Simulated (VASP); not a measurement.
Input of a VASP 6.6.1 run:

The input INCAR:

```
ALGO = Normal
EDIFF = 1E-6
ENCUT = 600
GGA = CA
GGA_COMPAT = F
ISIF = 2
ISMEAR = 0
LASPH = T
LCHARG = F
LREAL = F
LWAVE = F
NBANDS = 16
NELM = 120
PREC = Accurate
SIGMA = 0.1
```

File KPOINTS:

```
k-points
0
Gamma
  14 14 14
```

The input POSCAR:

```
TiN
1.0
    0.0000000000      2.0859620326      2.0859620326
    2.0859620326      0.0000000000      2.0859620326
    2.0859620326      2.0859620326      0.0000000000
Ti N
1 1
Direct
    0.0000000000      0.0000000000      0.0000000000
    0.5000000000      0.5000000000      0.5000000000
```

Potentials or basis: VASP PAW LDA potentials, release 64 (Ti_sv, N).

Command:

```sh
$ cat potpaw_LDA.64/Ti_sv/POTCAR potpaw_LDA.64/N/POTCAR > POTCAR
$ mpirun -np 1 vasp_std > vasp.out
```

(1) Estimate the pressure.

## Answers

(1) 1.0 GPa.
